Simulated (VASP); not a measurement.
# As (Pm-3m) in VASP: settings compared

As is run at these levels: PBE, LDA; tasks: single point.

Everything below comes from runs of VASP 6.6.1. Logs are shortened: lines on timing, memory, paths and dates and some standing lists are left out, and cuts for length are marked.

## (1) The cell of the first run

Symmetry: Pm-3m, No. 221, cubic system. Conventional cell: a = 2.704 Å, b = 2.704 Å, c = 2.704 Å, α = 90.00°, β = 90.00°, γ = 90.00°. As (site symmetry m-3m) has 6 As at 2.70 Å within 3.6 Å.

## (2) Single point, PBE, non-collinear spin, zero start, spin-orbit coupling

Contents of INCAR:

```
SYSTEM = As
PREC = Accurate ; ENCUT = 520
EDIFF = 1E-6 ; ISMEAR = -1
SIGMA = 0.05 ; LREAL = .FALSE.
LASPH = .TRUE. ; NELM = 150
ALGO = Normal ; ISIF = 2
LWAVE = .FALSE. ; LCHARG = .TRUE.
LNONCOLLINEAR = .TRUE. ; MAGMOM = 0 0 0
LORBIT = 11 ; LSORBIT = .TRUE.
GGA_COMPAT = .FALSE. ; LORBMOM = .TRUE.
GGA = PE ; LVHAR = .TRUE.
NBANDS = 16
```

Contents of KPOINTS:

```
Automatic mesh
0
G
  7 7 7
  0 0 0
```

Contents of POSCAR:

```
As
1.0
    2.7036817444      0.0000000000      0.0000000000
    0.0000000000      2.7036817444      0.0000000000
    0.0000000000      0.0000000000      2.7036817444
As
1
Direct
    0.5000000000      0.5000000000      0.5000000000
```

Potentials or basis: VASP PAW PBE potentials, release 64 (As).

Run with:

```sh
cat potpaw_PBE.64/As/POTCAR > POTCAR
mpirun -np 1 vasp_ncl > vasp.out
```

OUTCAR:

```text
SYSTEM = As
   PREC = Accurate
   ENCUT = 520
   EDIFF = 1E-6
   ISMEAR = -1
   LREAL = .FALSE.
   LASPH = .TRUE.
   NELM = 150
   ISIF = 2
   LNONCOLLINEAR = .TRUE.
   LORBIT = 11
   LSORBIT = .TRUE.
   GGA = PE

 ion  position               nearest neighbor table
   1  0.500  0.500  0.500-

  LATTYP: Found a simple cubic cell.
 ALAT       =     2.7036817444

  Lattice vectors:

 A1 = (   2.7036817444,   0.0000000000,   0.0000000000)
 A2 = (   0.0000000000,   2.7036817444,   0.0000000000)
 A3 = (   0.0000000000,   0.0000000000,   2.7036817444)

Analysis of symmetry for initial positions (statically):
=====================================================================
 Subroutine PRICEL returns:
 Original cell was already a primitive cell.

 Routine SETGRP: Setting up the symmetry group for a
 simple cubic supercell.

 Subroutine GETGRP returns: Found 48 space group operations
 (whereof 48 operations were pure point group operations)
 out of a pool of 48 trial point group operations.

The static configuration has the point symmetry O_h .

Analysis of symmetry for dynamics (positions and initial velocities):
=====================================================================
 Subroutine PRICEL returns:
 Original cell was already a primitive cell.

 Routine SETGRP: Setting up the symmetry group for a
 simple cubic supercell.

 Subroutine GETGRP returns: Found 48 space group operations
 (whereof 48 operations were pure point group operations)
 out of a pool of 48 trial point group operations.

The dynamic configuration has the point symmetry O_h .

Analysis of structural, dynamic, and magnetic symmetry:
=====================================================================
 Subroutine PRICEL returns:
 Original cell was already a primitive cell.

 Routine SETGRP: Setting up the symmetry group for a
 simple cubic supercell.

 Subroutine GETGRP returns: Found 48 space group operations
 (whereof 48 operations were pure point group operations)
 out of a pool of 48 trial point group operations.

The overall configuration has the point symmetry O_h .

 Subroutine INISYM returns: Found 48 space group operations
 (whereof 48 operations are pure point group operations),
 and found     1 'primitive' translations

----------------------------------------------------------------------------------------

                                     Primitive cell

  volume of cell :      19.7636

  direct lattice vectors                    reciprocal lattice vectors
     2.703681744  0.000000000  0.000000000     0.369866018  0.000000000  0.000000000
     0.000000000  2.703681744  0.000000000     0.000000000  0.369866018  0.000000000
     0.000000000  0.000000000  2.703681744     0.000000000  0.000000000  0.369866018

  length of vectors
     2.703681744  2.703681744  2.703681744     0.369866018  0.369866018  0.369866018

  position of ions in fractional coordinates (direct lattice)
     0.500000000  0.500000000  0.500000000

  ion indices of the primitive-cell ions
   primitive index   ion index
                 1           1

----------------------------------------------------------------------------------------

 KPOINTS: Automatic mesh

Automatic generation of k-mesh.
 Grid dimensions read from file:
 generate k-points for:    7    7    7

 Generating k-lattice:

  Cartesian coordinates                     Fractional coordinates (reciprocal lattice)
     0.052838003  0.000000000  0.000000000     0.142857143  0.000000000  0.000000000
     0.000000000  0.052838003  0.000000000     0.000000000  0.142857143  0.000000000
     0.000000000  0.000000000  0.052838003     0.000000000  0.000000000  0.142857143

  Length of vectors
     0.052838003  0.052838003  0.052838003

  Shift w.r.t. Gamma in fractional coordinates (k-lattice)
     0.000000000  0.000000000  0.000000000

 Subroutine IBZKPT returns following result:
 ===========================================

 Found     20 irreducible k-points:
[... 42 lines left out ...]
   LREAL  =      F    real-space projection
   EDIFFG = 0.1E-04   stopping-criterion for IOM
   NSW    =      0    number of steps for IOM
   IBRION =     -1    ionic relax: 0-MD 1-quasi-New 2-CG
   NFREE  =      0    steps in history (QN), initial steepest desc. (CG)
   ISIF   =      2    stress and relaxation
   ISYM   =      2    0-nonsym 1-usesym 2-fastsym
   POTIM  = 0.5000    time-step for ionic-motion
   TEBEG  =    0.0;   TEEND  =   0.0 temperature during run
   PSTRESS=    0.0 pullay stress
   NELECT =       5.0000    total number of electrons
   NUPDOWN=      -1.0000    fix difference up-down
   EMIN   =  10.00;   EMAX   =-10.00  energy-range for DOS
   EFERMI =   0.00;   METHOD = LEGACY
   ISMEAR =    -1;   SIGMA  =   0.05  broadening in eV -4-tet -1-fermi 0-gaus
   EFERMI_NEDOS =   21; number of points for ismear=-14 and -15
   IALGO  =     38    algorithm
   IMIX   =      4    mixing-type and parameters
     AMIX     =   0.40;   BMIX     =  1.00
     AMIX_MAG =   1.60;   BMIX_MAG =  1.00
  volume/ion in A,a.u.               =      19.76       133.37
  Fermi-wavevector in a.u.,A,eV,Ry     =   1.035403  1.956627 14.586243  1.072059
  Thomas-Fermi vector in A             =   2.169744
   LORBIT       =     11    0 simple, 1 ext, 2 COOP (PROOUT), +10 PAW based schemes
   GGA     = PE    functional components
   LHFCALC =     F    Hartree Fock is set to
   AEXX    =    0.0000 exact exchange contribution
   IVDW    =     0    specifies the selected vdW correction
   LEPSILON=     F    determine dielectric tensor
   LRPA    =     F    only Hartree local field effects (RPA)
  energy-cutoff  :      520.00
  volume of cell :       19.76
 maximum number of plane-waves:      1080
   NGX = 11   NGY = 11   NGZ = 11

 number of electron       5.0000000 magnetization       0.0000000      0.0000000      0.0000000

 number of electron       5.0000001 magnetization      -0.0000000     -0.0000000      0.0000000

 number of electron       5.0000001 magnetization      -0.0000000     -0.0000000     -0.0000000

 number of electron       5.0000001 magnetization       0.0000000      0.0000000     -0.0000000

 Free energy of the ion-electron system (eV)
  ---------------------------------------------------
  ext. energy  EPLUGINS =         0.00000000
  ---------------------------------------------------
  free energy    TOTEN  =        -4.60324863 eV

  energy without entropy =       -4.59901210  energy(sigma->0) =       -4.60113036

 E-fermi :   5.7997     XC(G=0): -10.4314

 val. band max:        5.3926694964   @ k =   0.4286   0.2857   0.1429
 cond. band min:       5.8499289722   @ k =   0.4286   0.2857   0.2857
 fundamental gap:      0.4572594758
 Fermi energy:         5.7997013991

 k-point     1 :       0.0000    0.0000    0.0000
  band No.  band energies     occupation
      1      -9.0404      1.00000
      2      -9.0404      1.00000
      3       9.7947      0.00000
      4       9.7947      0.00000
      5      10.2426      0.00000
      6      10.2426      0.00000
[... 357 lines left out ...]
      3       4.0052      1.00000
      4       4.0052      1.00000
      5       4.2591      1.00000
      6       4.2591      1.00000
[... 8 lines left out ...]
     15      17.2106      0.00000
     16      17.2106      0.00000

------------------------ aborting loop because EDIFF is reached ----------------------------------------

  FORCE on cell =-STRESS in cart. coord.  units (eV):
  Direction    XX          YY          ZZ          XY          YZ          ZX
  --------------------------------------------------------------------------------------
  -------------------------------------------------------------------------------------
  Total        0.3466369      0.3466369      0.3466369     -0.0000000      0.0000000     -0.0000000
  in kB       28.1007982     28.1007982     28.1007982     -0.0000000      0.0000000     -0.0000000
  external PRESSURE =      28.1007982 kB  Pullay stress =       0.0000000 kB

 VOLUME and BASIS-vectors are now :
 -----------------------------------------------------------------------------
  energy-cutoff  :      520.00
  volume of cell :       19.76
      direct lattice vectors                 reciprocal lattice vectors
     2.703681744  0.000000000  0.000000000     0.369866018  0.000000000  0.000000000
     0.000000000  2.703681744  0.000000000     0.000000000  0.369866018  0.000000000
     0.000000000  0.000000000  2.703681744     0.000000000  0.000000000  0.369866018

 POSITION                                       TOTAL-FORCE (eV/Angst)
 -----------------------------------------------------------------------------------
      1.35184      1.35184      1.35184         0.000000      0.000000      0.000000
 -----------------------------------------------------------------------------------
    total drift:                                0.000000      0.000000      0.000000

  FREE ENERGIE OF THE ION-ELECTRON SYSTEM (eV)
  ---------------------------------------------------
  free  energy   TOTEN  =        -4.6032486336 eV

  energy  without entropy=       -4.5990120959  energy(sigma->0) =       -4.60113036

 orbital moment (x)

 # of ion     p       d       tot
 ----------------------------------------
  1        -0.000  -0.000  -0.000
 ----------------------------------------
           -0.000  -0.000  -0.000

 orbital moment (y)

 # of ion     p       d       tot
 ----------------------------------------
  1        -0.000  -0.000  -0.000
 ----------------------------------------
           -0.000  -0.000  -0.000

 orbital moment (z)

 # of ion     p       d       tot
 ----------------------------------------
  1         0.000   0.000   0.000
 ----------------------------------------
            0.000   0.000   0.000

 Spin-Orbit-Coupling matrix elements

 Ion:    1  E_soc:     -0.0243985
 l=   1
     0.0000000    -0.0040595    -0.0040595
    -0.0040595     0.0000000    -0.0040595
    -0.0040595    -0.0040595     0.0000000
 l=   2
     0.0000000    -0.0000018     0.0000000    -0.0000018    -0.0000051
    -0.0000018     0.0000000    -0.0000038    -0.0000018    -0.0000013
     0.0000000    -0.0000038     0.0000000    -0.0000038     0.0000000
    -0.0000018    -0.0000018    -0.0000038     0.0000000    -0.0000013
    -0.0000051    -0.0000013     0.0000000    -0.0000013     0.0000000
 l=   3
     0.0000000     0.0000000     0.0000000     0.0000000     0.0000000     0.0000000     0.0000000
     0.0000000     0.0000000     0.0000000     0.0000000     0.0000000     0.0000000     0.0000000
     0.0000000     0.0000000     0.0000000     0.0000000     0.0000000     0.0000000     0.0000000
     0.0000000     0.0000000     0.0000000     0.0000000     0.0000000     0.0000000     0.0000000
     0.0000000     0.0000000     0.0000000     0.0000000     0.0000000     0.0000000     0.0000000
     0.0000000     0.0000000     0.0000000     0.0000000     0.0000000     0.0000000     0.0000000
     0.0000000     0.0000000     0.0000000     0.0000000     0.0000000     0.0000000     0.0000000

 total charge

# of ion       s       p       d       tot
------------------------------------------
    1        1.299   1.327   0.055   2.682

 magnetization (x)

# of ion       s       p       d       tot
------------------------------------------
    1        0.000   0.000   0.000   0.000

 magnetization (y)

# of ion       s       p       d       tot
------------------------------------------
    1        0.000   0.000   0.000   0.000

 magnetization (z)

# of ion       s       p       d       tot
------------------------------------------
    1        0.000   0.000   0.000   0.000
```

Wall time 6.4 s (1 thread of AMD EPYC 9R45 (Zen 5), shared host); peak memory 0.13 GiB.

Results:

* Free energy: -4.6032 eV
* Pressure: 2.8 GPa
* Net moment: 0.00 μB per cell
* Valence electrons inside the program's atomic spheres: As 2.68

Moments on the atoms (μB; x, y, z):
```
As  0.00 0.00 0.00
```

## (3) Single point, LDA (volume scaled by 0.94)

Contents of INCAR:

```
  PREC = Accurate
  ENCUT = 520
  EDIFF = 1E-6
  ISMEAR = -1
  SIGMA = 0.05
  LREAL = F
  LASPH = T
  NELM = 60
  ALGO = Normal
  ISIF = 2
  LWAVE = F
  LCHARG = T
  LELF = T
  LVHAR = T
  NBANDS = 8
```

Contents of KPOINTS:

```
Automatic mesh
0
Gamma
  10 10 10
```

Contents of POSCAR:

```
As
1.0
    2.6484890792      0.0000000000      0.0000000000
    0.0000000000      2.6484890792      0.0000000000
    0.0000000000      0.0000000000      2.6484890792
As
1
Direct
    0.5000000000      0.5000000000      0.5000000000
```

Potentials or basis: VASP PAW LDA potentials, release 64 (As).

Run with:

```sh
cat potpaw_LDA.64/As/POTCAR > POTCAR
mpirun -np 1 vasp_std > vasp.out
```

Wall time 4.5 s (1 thread of Intel Xeon 6975P-C (Granite Rapids), shared host); peak memory 0.11 GiB.

It converged, with:

* Free energy: -5.3312 eV
* Pressure: 3.0 GPa

Levels at points of the mesh, in eV from the Fermi level:
```tsv
k point	band 1	band 2	band 3	band 4	band 5	band 6	band 7
(0.00, 0.00, 0.00)	-15.52	4.39	4.39	4.39	8.69	8.69	11.02
(0.50, 0.00, 0.00)	-12.11	-7.39	6.89	6.89	11.53	14.44	15.12
(0.50, 0.50, 0.00)	-8.52	-4.52	-4.52	2.26	9.26	17.28	17.99
(0.50, 0.50, 0.50)	-4.51	-1.89	-1.89	-1.89	5.91	5.91	5.91
```
